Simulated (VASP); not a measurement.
# Zn (Im-3m) in VASP: a series of runs

Runs on Zn. Level: PBE. Tasks: single point.

All numbers are computed with VASP 6.6.1; they aren't measurements. Logs are shortened: lines on timing, memory, paths and dates and some standing lists are left out, and cuts for length are marked.

## Step 1: The cell of the first run

It takes space group Im-3m (No. 229, cubic). Conventional cell: a = 3.110 Å, b = 3.110 Å, c = 3.110 Å, α = 90.00°, β = 90.00°, γ = 90.00°. Zn (site symmetry m-3m) has 14 Zn at 2.69 to 3.11 Å within 3.6 Å.

## Step 2: Single point, PBE

INCAR reads:

```
SYSTEM = Zn
PREC     = Accurate       ! precision mode
ENCUT    = 520            ! plane-wave cutoff, eV
EDIFF    = 1E-6           ! SCF threshold, eV
ISMEAR   = -1             ! smearing method
SIGMA    = 0.06122561905347299 ! smearing width, eV
LREAL    = .FALSE.        ! projectors in reciprocal space
LASPH    = .TRUE.         ! aspherical terms in the spheres
NELM     = 60             ! most SCF steps
ALGO     = Normal         ! electronic algorithm
ISIF     = 2              ! what is computed and relaxed
LWAVE    = .FALSE.        ! write WAVECAR
LCHARG   = .FALSE.        ! write CHGCAR
GGA      = PE             ! functional
NBANDS   = 12             ! bands
```

KPOINTS reads:

```
Automatic mesh
0
G
  49 49 49
  0 0 0
```

POSCAR reads:

```
Zn
1.0
   -1.5551790959      1.5551790959      1.5551790959
    1.5551790959     -1.5551790959      1.5551790959
    1.5551790959      1.5551790959     -1.5551790959
Zn
1
Direct
    0.0000000000      0.0000000000      0.0000000000
```

Potentials or basis: VASP PAW PBE potentials, release 64 (Zn).

Launch:

```sh
$ cat potpaw_PBE.64/Zn/POTCAR > POTCAR
$ mpirun -np 1 vasp_std > vasp.out
```

OUTCAR:

```text
SYSTEM = Zn
   PREC = Accurate
   ENCUT = 520
   EDIFF = 1E-6
   ISMEAR = -1
   LREAL = .FALSE.
   LASPH = .TRUE.
   NELM = 60
   ISIF = 2
   GGA = PE

 ion  position               nearest neighbor table
   1  0.000  0.000  0.000-

  LATTYP: Found a body centered cubic cell.
 ALAT       =     3.1103581918

  Lattice vectors:

 A1 = (  -1.5551790959,   1.5551790959,   1.5551790959)
 A2 = (   1.5551790959,  -1.5551790959,   1.5551790959)
 A3 = (   1.5551790959,   1.5551790959,  -1.5551790959)

Analysis of symmetry for initial positions (statically):
=====================================================================
 Subroutine PRICEL returns:
 Original cell was already a primitive cell.

 Routine SETGRP: Setting up the symmetry group for a
 body centered cubic supercell.

 Subroutine GETGRP returns: Found 48 space group operations
 (whereof 48 operations were pure point group operations)
 out of a pool of 48 trial point group operations.

The static configuration has the point symmetry O_h .

Analysis of symmetry for dynamics (positions and initial velocities):
=====================================================================
 Subroutine PRICEL returns:
 Original cell was already a primitive cell.

 Routine SETGRP: Setting up the symmetry group for a
 body centered cubic supercell.

 Subroutine GETGRP returns: Found 48 space group operations
 (whereof 48 operations were pure point group operations)
 out of a pool of 48 trial point group operations.

The dynamic configuration has the point symmetry O_h .

 Subroutine INISYM returns: Found 48 space group operations
 (whereof 48 operations are pure point group operations),
 and found     1 'primitive' translations

----------------------------------------------------------------------------------------

                                     Primitive cell

  volume of cell :      15.0453

  direct lattice vectors                    reciprocal lattice vectors
    -1.555179096  1.555179096  1.555179096     0.000000000  0.321506379  0.321506379
     1.555179096 -1.555179096  1.555179096     0.321506379  0.000000000  0.321506379
     1.555179096  1.555179096 -1.555179096     0.321506379  0.321506379  0.000000000

  length of vectors
     2.693649209  2.693649209  2.693649209     0.454678682  0.454678682  0.454678682

  position of ions in fractional coordinates (direct lattice)
     0.000000000  0.000000000  0.000000000

  ion indices of the primitive-cell ions
   primitive index   ion index
                 1           1

----------------------------------------------------------------------------------------

 KPOINTS: Automatic mesh

Automatic generation of k-mesh.
 Grid dimensions read from file:
 generate k-points for:   49   49   49

 Generating k-lattice:

  Cartesian coordinates                     Fractional coordinates (reciprocal lattice)
     0.000000000  0.006561355  0.006561355     0.020408163  0.000000000  0.000000000
     0.006561355  0.000000000  0.006561355     0.000000000  0.020408163  0.000000000
     0.006561355  0.006561355  0.000000000     0.000000000  0.000000000  0.020408163

  Length of vectors
     0.009279157  0.009279157  0.009279157

  Shift w.r.t. Gamma in fractional coordinates (k-lattice)
     0.000000000  0.000000000  0.000000000

 Subroutine IBZKPT returns following result:
 ===========================================

 Found   2925 irreducible k-points:

 Following reciprocal coordinates:
            Coordinates               Weight
  0.000000  0.000000  0.000000      1.000000
  0.020408  0.000000  0.000000     12.000000
  0.040816  0.000000  0.000000     12.000000
  0.061224  0.000000  0.000000     12.000000
  0.081633  0.000000  0.000000     12.000000
  0.102041  0.000000  0.000000     12.000000
[... 16 lines left out ...]
  0.448980  0.000000  0.000000     12.000000
  0.469388  0.000000  0.000000     12.000000
 [... further k-points ...]
   k-points           NKPTS =   2925   k-points in BZ     NKDIM =   2925   number of bands    NBANDS=     12
   number of dos      NEDOS =    301   number of ions     NIONS =      1
   total plane-waves  NPLWV =   8000
   dimension x,y,z NGX =    20 NGY =   20 NGZ =   20
   dimension x,y,z NGXF=    40 NGYF=   40 NGZF=   40
   ions per type =               1
   NGX,Y,Z   is equivalent  to a cutoff of  12.34, 12.34, 12.34 a.u.
   NGXF,Y,Z  is equivalent  to a cutoff of  24.69, 24.69, 24.69 a.u.
 SYSTEM =  Zn
   PREC   = accura    normal or accurate (medium, high low for compatibility)
   ISTART =      0    job   : 0-new  1-cont  2-samecut
   ICHARG =      2    charge: 1-file 2-atom 10-const
   ISPIN  =      1    spin polarized calculation?
   LNONCOLLINEAR =      F non collinear calculations
   LSORBIT =      F    spin-orbit coupling
   LASPH  =      T    aspherical Exc in radial PAW
   ENCUT  =  520.0 eV  38.22 Ry    6.18 a.u.   5.01  5.01  5.01*2*pi/ulx,y,z
   NELM   =     60;   NELMIN=  2; NELMDL= -5     # of ELM steps
   EDIFF  = 0.1E-05   stopping-criterion for ELM
   LREAL  =      F    real-space projection
   EDIFFG = 0.1E-04   stopping-criterion for IOM
   NSW    =      0    number of steps for IOM
   IBRION =     -1    ionic relax: 0-MD 1-quasi-New 2-CG
   NFREE  =      0    steps in history (QN), initial steepest desc. (CG)
   ISIF   =      2    stress and relaxation
   ISYM   =      2    0-nonsym 1-usesym 2-fastsym
   POTIM  = 0.5000    time-step for ionic-motion
   TEBEG  =    0.0;   TEEND  =   0.0 temperature during run
   PSTRESS=    0.0 pullay stress
   NELECT =      12.0000    total number of electrons
   NUPDOWN=      -1.0000    fix difference up-down
   EMIN   =  10.00;   EMAX   =-10.00  energy-range for DOS
   EFERMI =   0.00;   METHOD = LEGACY
   ISMEAR =    -1;   SIGMA  =   0.06  broadening in eV -4-tet -1-fermi 0-gaus
   EFERMI_NEDOS =   21; number of points for ismear=-14 and -15
   IALGO  =     38    algorithm
   IMIX   =      4    mixing-type and parameters
     AMIX     =   0.40;   BMIX     =  1.00
     AMIX_MAG =   1.60;   BMIX_MAG =  1.00
  volume/ion in A,a.u.               =      15.05       101.53
  Fermi-wavevector in a.u.,A,eV,Ry     =   1.518220  2.869021 31.361339  2.304993
  Thomas-Fermi vector in A             =   2.627370
   LORBIT       =      0    0 simple, 1 ext, 2 COOP (PROOUT), +10 PAW based schemes
   GGA     = PE    functional components
   LHFCALC =     F    Hartree Fock is set to
   AEXX    =    0.0000 exact exchange contribution
   IVDW    =     0    specifies the selected vdW correction
   LEPSILON=     F    determine dielectric tensor
   LRPA    =     F    only Hartree local field effects (RPA)
 non-spin polarized calculation
  energy-cutoff  :      520.00
  volume of cell :       15.05
 maximum number of plane-waves:       420
   NGX =  9   NGY =  9   NGZ =  9

 number of electron      12.0000021 magnetization

 Free energy of the ion-electron system (eV)
  ---------------------------------------------------
  ext. energy  EPLUGINS =         0.00000000
  ---------------------------------------------------
  free energy    TOTEN  =        -1.02354086 eV

  energy without entropy =       -1.01950355  energy(sigma->0) =       -1.02152221

 E-fermi :   3.3226     XC(G=0): -11.6229

 val. band max:        3.3196227118   @ k =  -0.4490  -0.4898   0.1429
 cond. band min:       3.3229012606   @ k =   0.3061   0.2041   0.1633
 fundamental gap:      0.0032785489
 Fermi energy:         3.3225855622

 k-point     1 :       0.0000    0.0000    0.0000
  band No.  band energies     occupation
      1      -7.2721      2.00000
      2      -4.5502      2.00000
      3      -4.5502      2.00000
      4      -4.5502      2.00000
      5      -4.0298      2.00000
      6      -4.0298      2.00000
      7      22.6871      0.00000
      8      22.6871      0.00000
      9      22.6871      0.00000
     10      24.2265      0.00000
     11      24.2265      0.00000
     12      24.2265      0.00000

 k-point     2 :       0.0204    0.0000    0.0000
  band No.  band energies     occupation
      1      -7.2587      2.00000
      2      -4.5515      2.00000
      3      -4.5500      2.00000
      4      -4.5470      2.00000
      5      -4.0311      2.00000
      6      -4.0297      2.00000
      7      22.4728      0.00000
      8      22.5552      0.00000
      9      22.6239      0.00000
     10      23.9195      0.00000
     11      24.0786      0.00000
     12      24.1623      0.00000

 k-point     3 :       0.0408    0.0000    0.0000
  band No.  band energies     occupation
      1      -7.2184      2.00000
      2      -4.5555      2.00000
      3      -4.5491      2.00000
      4      -4.5373      2.00000
      5      -4.0348      2.00000
      6      -4.0294      2.00000
      7      21.8259      0.00000
      8      22.2162      0.00000
      9      22.4295      0.00000
     10      23.5200      0.00000
     11      23.7434      0.00000
     12      24.0525      0.00000
[... 286 lines left out ...]
 k-point    23 :       0.4490    0.0000    0.0000
  band No.  band energies     occupation
      1      -5.2221      2.00000
      2      -4.8572      2.00000
      3      -4.0607      2.00000
      4      -3.9970      2.00000
      5      -3.7060      2.00000
      6      -0.3820      2.00000
      7       3.4046      0.41526
      8      14.8870      0.00000
      9      16.2160      0.00000
     10      18.8230      0.00000
     11      20.3350      0.00000
     12      30.5070      0.00000

 k-point    24 :       0.4694    0.0000    0.0000
  band No.  band energies     occupation
      1      -5.2266      2.00000
      2      -4.8623      2.00000
      3      -4.0583      2.00000
      4      -3.9962      2.00000
      5      -3.6905      2.00000
      6       0.1124      2.00000
      7       2.8056      1.99957
      8      14.8152      0.00000
      9      16.1571      0.00000
     10      18.7849      0.00000
     11      20.3114      0.00000
     12      30.9959      0.00000

 [... further k-points ...]
[... 5 lines left out ...]
  --------------------------------------------------------------------------------------
  -------------------------------------------------------------------------------------
  Total        0.1733873      0.1733873      0.1733873     -0.0000000     -0.0000000      0.0000000
  in kB       18.4640351     18.4640351     18.4640351     -0.0000000     -0.0000000      0.0000000
  external PRESSURE =      18.4640351 kB  Pullay stress =       0.0000000 kB

 VOLUME and BASIS-vectors are now :
 -----------------------------------------------------------------------------
  energy-cutoff  :      520.00
  volume of cell :       15.05
      direct lattice vectors                 reciprocal lattice vectors
    -1.555179096  1.555179096  1.555179096     0.000000000  0.321506379  0.321506379
     1.555179096 -1.555179096  1.555179096     0.321506379  0.000000000  0.321506379
     1.555179096  1.555179096 -1.555179096     0.321506379  0.321506379  0.000000000

 POSITION                                       TOTAL-FORCE (eV/Angst)
 -----------------------------------------------------------------------------------
      0.00000      0.00000      0.00000         0.000000     -0.000000     -0.000000
 -----------------------------------------------------------------------------------
    total drift:                               -0.000000     -0.000000      0.000000

  FREE ENERGIE OF THE ION-ELECTRON SYSTEM (eV)
  ---------------------------------------------------
  free  energy   TOTEN  =        -1.0235408599 eV

  energy  without entropy=       -1.0195035520  energy(sigma->0) =       -1.02152221
```

It took 6.1 min on 1 thread of Oxide Virtual Turin-like, shared host; peak memory 0.53 GiB.

What came out:

```yaml
Free_energy: -1.0235 eV
Pressure: 1.8 GPa
Band_gap_on_the_k_mesh: zero (band 6 reaches 7.42 eV, above the bottom of band 7 at 2.34 eV)
```

## Step 3: Single point, PBE

This run uses another cell than the first one, of 15.35 Å³/atom, 1.020 times its volume.

INCAR reads:

```
SYSTEM = Zn
ALGO = Normal
EDIFF = 1E-6
ENCUT = 520
GGA = PE
ISIF = 2
ISMEAR = -1
LASPH = .True.
LCHARG = .True.
LELF = .True.
LREAL = .False.
LVHAR = .True.
LWAVE = .False.
NBANDS = 12
NELM = 100
PREC = Accurate
SIGMA = 0.06122561905347299
```

KPOINTS reads:

```
k-points
0
Gamma
  49 49 49
  0 0 0
```

POSCAR reads:

```
Zn
1.0
   -1.5656873816      1.5656873816      1.5656873816
    1.5656873816     -1.5656873816      1.5656873816
    1.5656873816      1.5656873816     -1.5656873816
Zn
1
Direct
    0.0000000000      0.0000000000      0.0000000000
```

Potentials or basis: VASP PAW PBE potentials, release 64 (Zn).

Launch:

```sh
$ cat potpaw_PBE.64/Zn/POTCAR > POTCAR
$ mpirun -np 1 vasp_std > vasp.out
```

It took 5.4 min on 1 thread of Oxide Virtual Turin-like, shared host; peak memory 0.54 GiB.

The run converged. Its results:

```yaml
Free_energy: -1.0256 eV
Pressure: 0.4 GPa
Band_gap_on_the_k_mesh: zero (band 6 reaches 7.24 eV, above the bottom of band 7 at 2.15 eV)
```

Levels at points of the mesh, in eV from the Fermi level:
| k point | band 3 | band 4 | band 5 | band 6 | band 7 | band 8 | band 9 | band 10 |
| --- | --- | --- | --- | --- | --- | --- | --- | --- |
| (0.00, 0.00, 0.00) | -7.80 | -7.80 | -7.30 | -7.30 | 19.04 | 19.04 | 19.04 | 20.74 |
